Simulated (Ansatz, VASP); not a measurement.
HfS4: VASP beside Ansatz

INCAR

```
SYSTEM = HfS4
ALGO     = Normal         ! electronic algorithm
EDIFF    = 1E-6           ! SCF threshold, eV
ENCUT    = 520            ! plane-wave cutoff, eV
GGA      = PE             ! functional
ISIF     = 2              ! what is computed and relaxed
ISMEAR   = 0              ! smearing method
LASPH    = .True.         ! aspherical terms in the spheres
LCHARG   = .True.         ! write CHGCAR
LELF     = .True.         ! ELF
LREAL    = .False.        ! projectors in reciprocal space
LVHAR    = .True.       
LWAVE    = .False.        ! write WAVECAR
NBANDS   = 25             ! bands
NELM     = 60             ! most SCF steps
PREC     = Accurate       ! precision mode
SIGMA    = 0.1            ! smearing width, eV
```

The input KPOINTS:

```
k-points
0
Gamma
  6 6 4
  0 0 0
```

Contents of POSCAR:

```
HfS4
1.0
    4.9945641100      0.0000000000      0.0000000000
   -2.4972820600      4.3254194000      0.0000000000
    0.0000000000      0.0000000000      6.2401641800
Hf S
1 4
Direct
    0.0000000000      0.0000000000      0.5000000000
    0.0000000000      0.0000000000      0.7960095400
    0.0000000000      0.0000000000      0.2039904600
    0.3333333300      0.6666666700      0.5000000000
    0.6666666700      0.3333333300      0.5000000000
```

Input for Ansatz:

```yaml
crystal:
  lattice:
    - [4.99456411, 0.0, 0.0]
    - [-2.49728206, 4.3254194, 0.0]
    - [0.0, 0.0, 6.24016418]
  atoms:
    - { symbol: Hf, position: [0.0, 0.0, 0.5] }
    - { symbol: S, position: [0.0, 0.0, 0.79600954] }
    - { symbol: S, position: [0.0, 0.0, 0.20399046] }
    - { symbol: S, position: [0.33333333, 0.66666667, 0.5] }
    - { symbol: S, position: [0.66666667, 0.33333333, 0.5] }
basis:
  ecutwfc: 420
kpoints:
  mp_grid: { grid: [6, 6, 4] }
hamiltonian:
  xc: pbe
scf:
  occupations: { method: gaussian, width: 0.1 }
  lower_state_search: "off"
output:
  forces: true
  stress: true
  eigenvalues: true
```

Alike in both runs: task single point; functional PBE; k mesh 6 × 6 × 4; occupations gaussian, width 0.1 eV; no spin polarisation.

|  | VASP | Ansatz |
| --- | --- | --- |
| version | VASP 6.6.1 | Ansatz 0.2.0 |
| potentials or method | VASP PAW PBE potentials, release 64 (Hf_pv, S), cutoff 520 eV | scalar-relativistic, plane waves, PAW |
| valence electrons in the cell | 34 | 50 |

```csv
,VASP,Ansatz,Ansatz less VASP
gap on the k mesh at the Fermi level (eV),none,none,-
pressure (GPa),22.6,22.1,-0.52
"traceless stress, the component that is largest in VASP (GPa)",53.88,52.77,-1.112
rms of the force components (eV/Å),6.521,6.402,-0.1192
```

Atom by atom the forces differ by 0.119 eV/Å (rms over components). A gap of «none» marks a metal or a gap that the smearing closes. VASP's potentials hold 34 valence electrons a cell and Ansatz's 50, so a difference there can come from the potentials and not from the codes.

Spin-orbit coupling is off throughout.
